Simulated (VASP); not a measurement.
Crystal: GaN.

```xyz
2
Lattice="0.0000 2.2977 2.2977 2.2977 0.0000 2.2977 2.2977 2.2977 0.0000" Properties=species:S:1:pos:R:3 pbc="T T T"
Ga    0.0000    0.0000    0.0000
N     1.1488    1.1488    1.1488
```

Base run:

| Quantity | Value |
| --- | --- |
| Program | VASP 6.6.1 |
| Functional | BLYP |
| Dispersion | D3(BJ) |
| Potentials or basis | VASP PAW PBE potentials, release 64 (Ga_d, N) |
| Cutoff | 520 eV |
| k mesh | 10 × 10 × 10 |
| Occupations | fermi-dirac, width 0.05 eV |
| Spin | no spin polarisation |

Its results: band gap on the k mesh 1.42 eV, direct; pressure -5.9 GPa.

Q: The run is repeated on the same cell with these changes: functional from BLYP to revPBE. What comes out?

A: Band gap on the k mesh 1.39 eV, direct; pressure -8.8 GPa.

Caveats: the PAW data sets were made with another functional, which shifts forces and pressure a little.

